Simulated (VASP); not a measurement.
**Yb: electric field gradients with PBEsol**

The system is Yb.

```
Yb
1.0
     0.00000    2.76048    2.76048
     2.76048    0.00000    2.76048
     2.76048    2.76048    0.00000
Yb
1
Direct
  0.00000 0.00000 0.00000
```

```yaml
Program: VASP 6.6.1
Task: electric field gradients
Functional: PBEsol
Potentials_or_basis: VASP PAW PBE potentials, release 64 (Yb)
Cutoff: 520 eV
k_mesh: 12 × 12 × 12
Occupations: fermi-dirac, width 0.03 eV
Spin: no spin polarisation
Dipole_correction: no
Further_INCAR_settings: ALGO = Normal; EDIFF = 1e-08; NBANDS = 18
```

```json
{
  "Pressure": "-3.7 GPa",
  "Band gap on the k mesh": "zero (bands 12 and 13 overlap by 0.08 eV)",
  "Largest electric field gradient by atom": "under 0.05 V/Å² on every atom"
}
```

Levels at points of the mesh, in eV from the Fermi level:
```tsv
k point	band 9	band 10	band 11	band 12	band 13	band 14	band 15	band 16
(0.00, 0.00, 0.00)	-0.32	-0.25	-0.25	-0.25	2.69	2.69	2.69	4.50
(0.50, 0.00, 0.00)	-0.33	-0.26	-0.26	-0.25	0.12	2.51	2.51	5.81
(0.50, 0.50, 0.00)	-0.32	-0.29	-0.27	-0.27	0.30	1.25	5.82	6.11
```

Wall time 2.3 min on 1 thread of Intel(R) Xeon(R) Platinum 8259CL CPU @ 2.50GHz (Skylake/Cascade Lake), with other jobs on the host, peak memory 0.22 GiB.

Caveat: the cell stands under tension; the PAW data sets were made with another functional, which shifts forces and pressure a little; spin-orbit coupling is left out, which moves the levels of the heavy elements. Spin polarisation is off, so any magnetic state and its effect on volume and gap are missing.
